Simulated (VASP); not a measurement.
# Al3GaN4 (Pm) in VASP: further runs

The runs below take Al3GaN4 through single point, with PBEsol.

Everything below comes from runs of VASP 6.6.1. Logs are shortened: lines on timing, memory, paths and dates and some standing lists are left out, and cuts for length are marked.

## Step 1: The cell of the first run

The structure is monoclinic, space group Pm (No. 6). Conventional cell: a = 5.043 Å, b = 3.287 Å, c = 5.418 Å, α = 90.00°, β = 90.03°, γ = 90.00°. Al (site symmetry m) has 4 N at 1.88 to 1.96 Å within 2.5 Å. Al (site symmetry m) has 4 N at 1.90 to 1.96 Å within 2.5 Å. Al (site symmetry m) has 4 N at 1.90 to 1.97 Å within 2.5 Å. Within 2.6 Å of Ga (site symmetry m) lie 4 N at 1.94 to 2.00 Å. Within 2.5 Å of N (site symmetry m) lie 3 Al at 1.90 to 1.96 Å and 1 Ga at 1.96 Å. N (site symmetry m) has 4 Al at 1.90 to 1.97 Å within 2.5 Å. N (site symmetry m) has 2 Al at 1.88 to 1.90 Å and 2 Ga at 2.00 Å within 2.5 Å. Within 2.5 Å of N (site symmetry m) lie 3 Al at 1.91 to 1.96 Å and 1 Ga at 1.94 Å.

## Step 2: Single point, PBEsol (strain +0.0500 x Voigt [0, 1, 0, 0, 0, 0])

File INCAR:

```
SYSTEM = Al3GaN4
ALGO     = Normal         ! electronic algorithm
EDIFF    = 1E-6           ! SCF threshold, eV
ENCUT    = 520            ! plane-wave cutoff, eV
GGA      = PS             ! functional
ISIF     = 2              ! what is computed and relaxed
ISMEAR   = 0              ! smearing method
LASPH    = .True.         ! aspherical terms in the spheres
LCHARG   = .True.         ! write CHGCAR
LELF     = .True.         ! ELF
LREAL    = .False.        ! projectors in reciprocal space
LVHAR    = .True.       
LWAVE    = .False.        ! write WAVECAR
NBANDS   = 31             ! bands
NELM     = 60             ! most SCF steps
PREC     = Accurate       ! precision mode
SIGMA    = 0.05           ! smearing width, eV
```

File KPOINTS:

```
k-points
0
Gamma
  6 8 4
  0 0 0
```

File POSCAR:

```
Al3GaN4
1.0
    5.0434079743      0.0000000000      0.0001149899
    0.0000000000      3.2865775928      0.0000000000
   -0.0032362578      0.0000000000      5.4179919454
Al Ga N
3 1 4
Direct
    0.5002300429      0.5000000000      0.1673295662
    0.0009207031      0.5000000000      0.8348055926
    0.0010880657      0.0000000000      0.3316926346
    0.4994217128      0.0000000000      0.6662009018
    0.1111724737      0.0000000000      0.6663292504
    0.1224543244      0.5000000000      0.1671578642
    0.6251234792      0.5000000000      0.8401923549
    0.6231881982      0.0000000000      0.3262928352
```

Potentials or basis: VASP PAW PBE potentials, release 64 (Al, Ga_d, N).

Launch:

```
$ cat potpaw_PBE.64/Al/POTCAR potpaw_PBE.64/Ga_d/POTCAR potpaw_PBE.64/N/POTCAR > POTCAR
$ mpirun -np 1 vasp_std > vasp.out
```

OUTCAR:

```text
SYSTEM = Al3GaN4
   EDIFF = 1E-6
   ENCUT = 520
   GGA = PS
   ISIF = 2
   ISMEAR = 0
   LASPH = .True.
   LREAL = .False.
   NELM = 60
   PREC = Accurate

 ion  position               nearest neighbor table
   1  0.500  0.500  0.167-   7 1.88   6 1.91   8 1.96   8 1.96   2 3.10   2 3.10   3 3.14   3 3.14
                             3 3.14   3 3.14
   2  0.001  0.500  0.835-   7 1.90   6 1.90   5 1.96   5 1.96   1 3.10   1 3.10   4 3.14   4 3.14
                             3 3.15   3 3.15   3 3.18   3 3.18
   3  0.001  0.000  0.332-   5 1.90   8 1.91   6 1.97   6 1.97   4 3.10   4 3.11   1 3.14   1 3.14
                             1 3.14   1 3.14   2 3.15   2 3.15   2 3.18   2 3.18
   4  0.499  0.000  0.666-   8 1.94   5 1.96   7 2.00   7 2.00   3 3.10   3 3.11   2 3.14   2 3.14

   5  0.111  0.000  0.666-   3 1.90   4 1.96   2 1.96   2 1.96
   6  0.122  0.500  0.167-   2 1.90   1 1.91   3 1.97   3 1.97
   7  0.625  0.500  0.840-   1 1.88   2 1.90   4 2.00   4 2.00
   8  0.623  0.000  0.326-   3 1.91   4 1.94   1 1.96   1 1.96

  LATTYP: Found a simple monoclinic cell.
 ALAT       =     5.0434079756
 B/A-ratio  =     0.6516580869
 C/A-ratio  =     1.0742721862
 COS(beta)  =    -0.0005745167

  Lattice vectors:

 A1 = (   5.0434079743,   0.0000000000,   0.0001149899)
 A2 = (   0.0000000000,   3.2865775928,   0.0000000000)
 A3 = (  -0.0032362578,   0.0000000000,   5.4179919454)

Analysis of symmetry for initial positions (statically):
=====================================================================
 Subroutine PRICEL returns:
 Original cell was already a primitive cell.

 Routine SETGRP: Setting up the symmetry group for a
 simple monoclinic supercell.

 Subroutine GETGRP returns: Found  2 space group operations
 (whereof  2 operations were pure point group operations)
 out of a pool of  4 trial point group operations.

The static configuration has the point symmetry C_1h.

Analysis of symmetry for dynamics (positions and initial velocities):
=====================================================================
 Subroutine PRICEL returns:
 Original cell was already a primitive cell.

 Routine SETGRP: Setting up the symmetry group for a
 simple monoclinic supercell.

 Subroutine GETGRP returns: Found  2 space group operations
 (whereof  2 operations were pure point group operations)
 out of a pool of  4 trial point group operations.

The dynamic configuration has the point symmetry C_1h.

 Subroutine INISYM returns: Found  2 space group operations
 (whereof  2 operations are pure point group operations),
 and found     1 'primitive' translations

----------------------------------------------------------------------------------------

                                     Primitive cell

  volume of cell :      89.8062

  direct lattice vectors                    reciprocal lattice vectors
     5.043407974  0.000000000  0.000114990     0.198278623  0.000000000  0.000118435
     0.000000000  3.286577593  0.000000000     0.000000000  0.304267881  0.000000000
    -0.003236258  0.000000000  5.417991945    -0.000004208  0.000000000  0.184570224

  length of vectors
     5.043407976  3.286577593  5.417992912     0.198278658  0.304267881  0.184570224

  position of ions in fractional coordinates (direct lattice)
     0.500230043  0.500000000  0.167329566
     0.000920703  0.500000000  0.834805593
     0.001088066  0.000000000  0.331692635
     0.499421713  0.000000000  0.666200902
     0.111172474  0.000000000  0.666329250
     0.122454324  0.500000000  0.167157864
     0.625123479  0.500000000  0.840192355
     0.623188198  0.000000000  0.326292835

  ion indices of the primitive-cell ions
   primitive index   ion index
                 1           1
                 2           2
                 3           3
                 4           4
                 5           5
                 6           6
                 7           7
                 8           8

----------------------------------------------------------------------------------------

 KPOINTS: k-points

Automatic generation of k-mesh.
 Grid dimensions read from file:
 generate k-points for:    6    8    4

 Generating k-lattice:

  Cartesian coordinates                     Fractional coordinates (reciprocal lattice)
     0.033046437  0.000000000  0.000019739     0.166666667  0.000000000 -0.000000000
     0.000000000  0.038033485  0.000000000     0.000000000  0.125000000  0.000000000
    -0.000001052  0.000000000  0.046142556    -0.000000000  0.000000000  0.250000000

  Length of vectors
     0.033046443  0.038033485  0.046142556

  Shift w.r.t. Gamma in fractional coordinates (k-lattice)
     0.000000000  0.000000000  0.000000000

 Subroutine IBZKPT returns following result:
 ===========================================

 Found     70 irreducible k-points:

 Following reciprocal coordinates:
            Coordinates               Weight
  0.000000  0.000000  0.000000      1.000000
  0.166667  0.000000 -0.000000      2.000000
  0.333333  0.000000 -0.000000      2.000000
  0.500000  0.000000 -0.000000      1.000000
  0.000000  0.125000  0.000000      2.000000
  0.166667  0.125000 -0.000000      4.000000
[... 16 lines left out ...]
  0.333333  0.000000  0.250000      2.000000
  0.500000  0.000000  0.250000      2.000000
 [... further k-points ...]
   k-points           NKPTS =     70   k-points in BZ     NKDIM =     70   number of bands    NBANDS=     31
   number of dos      NEDOS =    301   number of ions     NIONS =      8
   total plane-waves  NPLWV =  38400
   dimension x,y,z NGX =    40 NGY =   24 NGZ =   40
   dimension x,y,z NGXF=    80 NGYF=   48 NGZF=   80
   ions per type =               3   1   4
   NGX,Y,Z   is equivalent  to a cutoff of  13.19, 12.14, 12.27 a.u.
   NGXF,Y,Z  is equivalent  to a cutoff of  26.37, 24.28, 24.55 a.u.
 SYSTEM =  Al3GaN4
   PREC   = accura    normal or accurate (medium, high low for compatibility)
   ISTART =      0    job   : 0-new  1-cont  2-samecut
   ICHARG =      2    charge: 1-file 2-atom 10-const
   ISPIN  =      1    spin polarized calculation?
   LNONCOLLINEAR =      F non collinear calculations
   LSORBIT =      F    spin-orbit coupling
   LASPH  =      T    aspherical Exc in radial PAW
   ENCUT  =  520.0 eV  38.22 Ry    6.18 a.u.   9.38  6.11 10.07*2*pi/ulx,y,z
   NELM   =     60;   NELMIN=  2; NELMDL= -5     # of ELM steps
   EDIFF  = 0.1E-05   stopping-criterion for ELM
   LREAL  =      F    real-space projection
[... 7 lines left out ...]
   TEBEG  =    0.0;   TEEND  =   0.0 temperature during run
   PSTRESS=    0.0 pullay stress
   NELECT =      42.0000    total number of electrons
   NUPDOWN=      -1.0000    fix difference up-down
   EMIN   =  10.00;   EMAX   =-10.00  energy-range for DOS
   EFERMI =   0.00;   METHOD = LEGACY
   ISMEAR =     0;   SIGMA  =   0.05  broadening in eV -4-tet -1-fermi 0-gaus
   EFERMI_NEDOS =   21; number of points for ismear=-14 and -15
   IALGO  =     38    algorithm
   IMIX   =      4    mixing-type and parameters
     AMIX     =   0.40;   BMIX     =  1.00
     AMIX_MAG =   1.60;   BMIX_MAG =  1.00
  volume/ion in A,a.u.               =      11.23        75.76
  Fermi-wavevector in a.u.,A,eV,Ry     =   1.270737  2.401345 21.970328  1.614774
  Thomas-Fermi vector in A             =   2.403709
   LORBIT       =      0    0 simple, 1 ext, 2 COOP (PROOUT), +10 PAW based schemes
   GGA     = PS    functional components
   LHFCALC =     F    Hartree Fock is set to
   AEXX    =    0.0000 exact exchange contribution
   IVDW    =     0    specifies the selected vdW correction
   LEPSILON=     F    determine dielectric tensor
   LRPA    =     F    only Hartree local field effects (RPA)
 non-spin polarized calculation
 Gauss-broadening in eV      SIGMA  =   0.05
  energy-cutoff  :      520.00
  volume of cell :       89.81
 maximum number of plane-waves:      2448
 NGX is ok and might be reduce to    40
   NGX = 19   NGY = 13   NGZ = 21

 number of electron      42.0000016 magnetization

 Free energy of the ion-electron system (eV)
  ---------------------------------------------------
  ext. energy  EPLUGINS =         0.00000000
  ---------------------------------------------------
  free energy    TOTEN  =       -59.80531351 eV

  energy without entropy =      -59.80531351  energy(sigma->0) =      -59.80531351

 E-fermi :   5.6173     XC(G=0): -11.0955

 val. band max:        5.3678605862   @ k =   0.0000   0.0000   0.0000
 cond. band min:       8.4015569789   @ k =   0.0000   0.0000   0.0000
 fundamental gap:      3.0336963927
 Fermi energy:         5.6173004854

 k-point     1 :       0.0000    0.0000    0.0000
  band No.  band energies     occupation
      1      -9.7109      2.00000
      2      -8.4815      2.00000
      3      -8.4368      2.00000
      4      -7.5186      2.00000
      5      -7.4994      2.00000
      6      -7.4332      2.00000
[... 23 lines left out ...]
     30      15.3812      0.00000
     31      16.1917      0.00000

 k-point     2 :       0.1667    0.0000   -0.0000
  band No.  band energies     occupation
      1      -9.6143      2.00000
      2      -8.4956      2.00000
      3      -8.4340      2.00000
      4      -7.5564      2.00000
      5      -7.5189      2.00000
      6      -7.4440      2.00000
[... 23 lines left out ...]
     30      15.5218      0.00000
     31      16.1057      0.00000

 k-point     3 :       0.3333    0.0000   -0.0000
  band No.  band energies     occupation
      1      -9.3476      2.00000
      2      -8.6112      2.00000
      3      -8.4199      2.00000
      4      -7.7077      2.00000
      5      -7.5193      2.00000
      6      -7.4521      2.00000
[... 703 lines left out ...]
     30      15.6533      0.00000
     31      15.7629      0.00000

 k-point    24 :       0.5000    0.0000    0.2500
  band No.  band energies     occupation
      1      -8.9648      2.00000
      2      -8.6949      2.00000
      3      -8.4333      2.00000
      4      -7.8787      2.00000
      5      -7.5198      2.00000
      6      -7.4410      2.00000
[... 23 lines left out ...]
     30      15.7232      0.00000
     31      15.7358      0.00000

 [... further k-points ...]

------------------------ aborting loop because EDIFF is reached ----------------------------------------

  FORCE on cell =-STRESS in cart. coord.  units (eV):
  Direction    XX          YY          ZZ          XY          YZ          ZX
  --------------------------------------------------------------------------------------
  -------------------------------------------------------------------------------------
  Total       -1.6167768    -10.4064350     -2.4287095      0.0000000      0.0000000     -0.0260464
  in kB      -28.8439209   -185.6548098    -43.3291141      0.0000000      0.0000000     -0.4646784
  external PRESSURE =     -85.9426149 kB  Pullay stress =       0.0000000 kB

 VOLUME and BASIS-vectors are now :
 -----------------------------------------------------------------------------
  energy-cutoff  :      520.00
  volume of cell :       89.81
      direct lattice vectors                 reciprocal lattice vectors
     5.043407974  0.000000000  0.000114990     0.198278623  0.000000000  0.000118435
     0.000000000  3.286577593  0.000000000     0.000000000  0.304267881  0.000000000
    -0.003236258  0.000000000  5.417991945    -0.000004208  0.000000000  0.184570224

 POSITION                                       TOTAL-FORCE (eV/Angst)
 -----------------------------------------------------------------------------------
      2.52232      1.64329      0.90665         0.217424      0.000000      0.313193
      0.00194      1.64329      4.52297         0.186056      0.000000     -0.322032
      0.00441      0.00000      1.79711         0.195965      0.000000     -0.311475
      2.51663      0.00000      3.60953         0.209041      0.000000      0.349723
      0.55853      0.00000      3.61018        -0.164599      0.000000      0.408794
      0.61705      1.64329      0.90567        -0.198540      0.000000      0.378749
      3.15003      1.64329      4.55223        -0.209320      0.000000     -0.416843
      3.14194      0.00000      1.76792        -0.236027      0.000000     -0.400109
 -----------------------------------------------------------------------------------
    total drift:                                0.000385      0.000000     -0.001041

  FREE ENERGIE OF THE ION-ELECTRON SYSTEM (eV)
  ---------------------------------------------------
  free  energy   TOTEN  =       -59.8053135146 eV

  energy  without entropy=      -59.8053135146  energy(sigma->0) =      -59.80531351
```

Wall time 69 s (1 thread of Intel Xeon 6975P-C (Granite Rapids), shared host); peak memory 0.3 GiB.

What came out:

```
Free energy            : -59.8053 eV
Pressure               : -8.6 GPa
Largest force          : 0.466 eV/Å
Band gap on the k mesh : 3.03 eV
```

Forces in eV/Å, atoms in the order of the input:
```
Al   0.217  0.000  0.313
Al   0.186  0.000 -0.322
Al   0.196  0.000 -0.311
Ga   0.209  0.000  0.350
N   -0.165  0.000  0.409
N   -0.199  0.000  0.379
N   -0.209  0.000 -0.417
N   -0.236  0.000 -0.400
```

Caveat: the cell differs from its parent crystal (strain +0.0500 x Voigt [0, 1, 0, 0, 0, 0]); the stress differs along the axes, from -19 to -3 GPa; the PAW data sets were made with another functional, which shifts forces and pressure a little. A k mesh can miss the band edges.

[end of part 1 of 2]
